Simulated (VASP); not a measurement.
# Ba (P6_3/mmc) in VASP: notebook, part 2 of 2

VASP 6.6.1. The steps go on from the part before.

### Step 3. Single point, PBE (56.41 Å³/atom)

This run uses another cell than the first one, of 56.41 Å³/atom.

INCAR

```
ALGO = Normal
EDIFF = 1E-6
ENCUT = 520
GGA = PE
ISIF = 2
ISMEAR = -1
LASPH = T
LCHARG = F
LREAL = F
LWAVE = F
NBANDS = 28
NELM = 80
PREC = Accurate
SIGMA = 0.1
```

KPOINTS

```
k-points
0
Gamma
  9 9 3
```

POSCAR

```
Ba
1.0
    4.3047173136      0.0000000000      0.0000000000
   -2.1523586568      3.7279945497      0.0000000000
    0.0000000000      0.0000000000     14.0592088972
Ba
4
Direct
    0.0000000000      1.0000000000      0.0000000000
    0.0000000000      1.0000000000      0.5000000000
    0.3333333333      0.6666666667      0.2500000000
    0.6666666667      0.3333333333      0.7500000000
```

Potentials or basis: VASP PAW PBE potentials, release 64 (Ba_sv).

Launch:

```bash
> cat potpaw_PBE.64/Ba_sv/POTCAR > POTCAR
> mpirun -np 1 vasp_std > vasp.out
```

OUTCAR:

```text
EDIFF = 1E-6
   ENCUT = 520
   GGA = PE
   ISIF = 2
   ISMEAR = -1
   LASPH = T
   LREAL = F
   NELM = 80
   PREC = Accurate

 ion  position               nearest neighbor table
   1  0.000  0.000  0.000-   3 4.30   4 4.30   4 4.30   3 4.30   4 4.30   3 4.30
   2  0.000  0.000  0.500-   3 4.30   4 4.30   4 4.30   3 4.30   4 4.30   3 4.30
   3  0.333  0.667  0.250-   1 4.30   2 4.30   1 4.30   2 4.30   1 4.30   2 4.30
   4  0.667  0.333  0.750-   1 4.30   2 4.30   1 4.30   2 4.30   1 4.30   2 4.30
[... 943 lines left out ...]
  Direction    XX          YY          ZZ          XY          YZ          ZX
  --------------------------------------------------------------------------------------
  -------------------------------------------------------------------------------------
  Total        1.8713792      1.8713792      1.8271892      0.0000000      0.0000000      0.0000000
  in kB       13.2889780     13.2889780     12.9751779      0.0000000      0.0000000      0.0000000
  external PRESSURE =      13.1843780 kB  Pullay stress =       0.0000000 kB

 VOLUME and BASIS-vectors are now :
 -----------------------------------------------------------------------------
  energy-cutoff  :      520.00
  volume of cell :      225.62
      direct lattice vectors                 reciprocal lattice vectors
     4.304717314  0.000000000  0.000000000     0.232303291  0.134120368  0.000000000
    -2.152358657  3.727994550  0.000000000     0.000000000  0.268240736  0.000000000
     0.000000000  0.000000000 14.059208897     0.000000000  0.000000000  0.071127757

 POSITION                                       TOTAL-FORCE (eV/Angst)
 -----------------------------------------------------------------------------------
      0.00000      0.00000      0.00000        -0.000000      0.000000      0.000000
      0.00000      0.00000      7.02960        -0.000000      0.000000      0.000000
     -0.00000      2.48533      3.51480         0.000000     -0.000000      0.000000
      2.15236      1.24266     10.54441        -0.000000      0.000000     -0.000000
 -----------------------------------------------------------------------------------
    total drift:                                0.000000      0.000000     -0.000000

  FREE ENERGIE OF THE ION-ELECTRON SYSTEM (eV)
  ---------------------------------------------------
  free  energy   TOTEN  =        -7.5523945138 eV

  energy  without entropy=       -7.3304709149  energy(sigma->0) =       -7.44143271
```

OSZICAR:

```text
N       E                     dE             d eps       ncg     rms          rms(c)
DAV:   1     0.315395660115E+03    0.31540E+03   -0.16681E+04  1344   0.120E+03
DAV:   2     0.151723686299E+02   -0.30022E+03   -0.29414E+03  2032   0.236E+02
DAV:   3    -0.691267718258E+01   -0.22085E+02   -0.21677E+02  1896   0.638E+01
DAV:   4    -0.756388004933E+01   -0.65120E+00   -0.64797E+00  2028   0.905E+00
DAV:   5    -0.757636728405E+01   -0.12487E-01   -0.12463E-01  1776   0.129E+00    0.376E+00
DAV:   6    -0.756059529193E+01    0.15772E-01   -0.16752E-02  1832   0.915E-01    0.221E+00
DAV:   7    -0.755189339514E+01    0.87019E-02   -0.25446E-02  1572   0.133E+00    0.862E-02
DAV:   8    -0.755228493246E+01   -0.39154E-03   -0.15498E-03  2012   0.151E-01    0.566E-02
DAV:   9    -0.755239171257E+01   -0.10678E-03   -0.56129E-05  1628   0.480E-02    0.137E-02
DAV:  10    -0.755239580367E+01   -0.40911E-05   -0.38099E-06  1464   0.120E-02    0.585E-03
DAV:  11    -0.755239463233E+01    0.11713E-05   -0.19466E-06  1136   0.993E-03    0.909E-04
DAV:  12    -0.755239451379E+01    0.11853E-06   -0.24112E-07   996   0.229E-03
   1 F= -.75523945E+01 E0= -.74414327E+01  d E =-.221924E+00
```

stdout:

```text
POSCAR found type information on POSCAR Ba
 POSCAR found :  1 types and       4 ions
 scaLAPACK will be used
 LDA part: xc-table for (Slater+PW92), standard interpolation
 POSCAR, INCAR and KPOINTS ok, starting setup
 FFT: planning ... GRIDC
 FFT: planning ... GRID_SOFT
 FFT: planning ... GRID
 WAVECAR not read
 entering main loop
```

Wall time 91 s (1 thread of AMD EPYC 7R13 (Zen 3), shared host); peak memory 0.34 GiB.

Results:

| Item | Value |
| --- | --- |
| Free energy | -7.5524 eV |
| Pressure | 1.3 GPa |
| Band gap on the k mesh | zero (bands 20 and 21 overlap by 0.28 eV) |

Caveat: spin-orbit coupling is left out, which moves the levels of the heavy elements.

### Step 4. Single point, PBE (58.97 Å³/atom)

This run uses another cell than the first one, of 58.97 Å³/atom.

INCAR

```
SYSTEM = Ba
  ALGO = Normal
  EDIFF = 1E-6
  ENCUT = 520
  GGA = PE
  ISIF = 2
  ISMEAR = -1
  LASPH = .True.
  LCHARG = .False.
  LREAL = .False.
  LWAVE = .False.
  NBANDS = 28
  NELM = 100
  PREC = Accurate
  SIGMA = 0.1
```

KPOINTS

```
k-points
0
Gamma
  9 9 3
  0 0 0
```

POSCAR

```
Ba
1.0
    4.3689762995      0.0000000000      0.0000000000
   -2.1844881497      3.7836444639      0.0000000000
    0.0000000000      0.0000000000     14.2690787771
Ba
4
Direct
    0.0000000000      1.0000000000      0.0000000000
    0.0000000000      1.0000000000      0.5000000000
    0.3333333333      0.6666666667      0.2500000000
    0.6666666667      0.3333333333      0.7500000000
```

Launch:

```bash
> cat potpaw_PBE.64/Ba_sv/POTCAR > POTCAR
> mpirun -np 1 vasp_std > vasp.out
```

It took 89 s on 1 thread of AMD EPYC 7R13 (Zen 3), shared host; peak memory 0.34 GiB.

The run converged. Its results:

```
Free energy            : -7.6213 eV
Pressure               : 0.8 GPa
Band gap on the k mesh : zero (bands 20 and 21 overlap by 0.21 eV)
```

Levels at points of the mesh, in eV from the Fermi level:
| k point | band 17 | band 18 | band 19 | band 20 | band 21 | band 22 | band 23 | band 24 |
| --- | --- | --- | --- | --- | --- | --- | --- | --- |
| (0.00, 0.00, 0.00) | -2.82 | -1.80 | -1.80 | -0.99 | 1.03 | 1.07 | 1.26 | 1.70 |

Caveat: spin-orbit coupling is left out, which moves the levels of the heavy elements.

### Step 5. Single point, PBE (61.53 Å³/atom)

This run uses another cell than the first one, of 61.53 Å³/atom.

INCAR

```
SYSTEM = Ba
  PREC = Accurate
  ENCUT = 520
  EDIFF = 1E-7
  ISMEAR = -1
  SIGMA = 0.1
  LREAL = .False.
  LASPH = .True.
  NELM = 60
  ALGO = Normal
  ISIF = 2
  LWAVE = .False.
  LCHARG = .True.
  GGA = PE
  LELF = .True.
  LVHAR = .True.
  NBANDS = 28
```

KPOINTS

```
regular mesh
0
Gamma
  9 9 3
  0 0 0
```

POSCAR

```
Ba
1.0
    4.4313986802      0.0000000000      0.0000000000
   -2.2156993401      3.8377038313      0.0000000000
    0.0000000000      0.0000000000     14.4729503038
Ba
4
Direct
    0.0000000000      1.0000000000      0.0000000000
    0.0000000000      1.0000000000      0.5000000000
    0.3333333333      0.6666666667      0.2500000000
    0.6666666667      0.3333333333      0.7500000000
```

Launch:

```bash
> cat potpaw_PBE.64/Ba_sv/POTCAR > POTCAR
> mpirun -np 1 vasp_std > vasp.out
```

Run time: 2.4 min. Hardware: 1 thread of AMD EPYC 7R13 (Zen 3), shared host; peak memory 0.4 GiB.

The run converged. Its results:

| Item | Value |
| --- | --- |
| Free energy | -7.6615 eV |
| Pressure | 0.4 GPa |
| Band gap on the k mesh | zero (bands 20 and 21 overlap by 0.15 eV) |

Levels at points of the mesh, in eV from the Fermi level:
```
           k point  band 16  band 17  band 18  band 19  band 20  band 21  band 22  band 23  band 24  band 25
(0.00, 0.00, 0.00)   -13.80    -2.80    -1.83    -1.82    -0.97     1.00     1.03     1.12     1.67     1.67
```

Caveat: spin-orbit coupling is left out, which moves the levels of the heavy elements.

### Step 6. Summary

```tsv
cell	k mesh	gap on the mesh (eV)	pressure (GPa)
a = 4.492, b = 4.492, c = 14.671 Å, angles 90.0, 90.0, 120.0°, 4 atoms	8 × 8 × 3	none	0.0
a = 4.305, b = 4.305, c = 14.059 Å, angles 90.0, 90.0, 120.0°, 4 atoms	9 × 9 × 3	none	1.3
a = 4.369, b = 4.369, c = 14.269 Å, angles 90.0, 90.0, 120.0°, 4 atoms	9 × 9 × 3	none	0.8
a = 4.431, b = 4.431, c = 14.473 Å, angles 90.0, 90.0, 120.0°, 4 atoms	9 × 9 × 3	none	0.4
```

Alike in all rows: task single point; level PBE; potentials or basis VASP PAW PBE potentials, release 64 (Ba_sv); no spin polarisation; cutoff (eV) 520; smearing fermi-dirac 0.1 eV.

Caveats: spin-orbit coupling is left out, which moves the levels of the heavy elements.

Total energies depend on the potentials used, so only differences within one code and one set of settings carry meaning.
